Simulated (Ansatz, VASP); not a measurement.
**One calculation of Be, two programs**

```
Be
1.0
     2.31537    0.00000    0.00000
    -1.15769    2.00517    0.00000
     0.00000    0.00000    3.63137
Be
2
Direct
  0.66667 0.33333 0.75000
  0.33333 0.66667 0.25000
```

Alike in both runs: task single point; functional PBE; k mesh 13 × 13 × 8; occupations fermi-dirac, width 0.05 eV; no spin polarisation.

|  | VASP | Ansatz |
| --- | --- | --- |
| version | VASP 6.6.1 | Ansatz 0.2.0 |
| potentials or method | VASP PAW PBE potentials, release 64 (Be) | JTH PAW |
| plane-wave cutoff (eV) | 520 | 1080 |
| valence electrons in the cell | 4 | 8 |

Ansatz gave:

- gap on the k mesh at the Fermi level (eV): none
- pressure (GPa): -7.0
- traceless stress, the component that is largest in VASP (GPa): -1.14

Task: Estimate VASP's values.

Result: gap on the k mesh at the Fermi level (eV): none; pressure (GPa): -6.9; traceless stress, the component that is largest in VASP (GPa): -1.11.

A gap of «none» marks a metal or a gap that the smearing closes. VASP's potentials hold 4 valence electrons a cell and Ansatz's 8, so a difference there can come from the potentials and not from the codes.
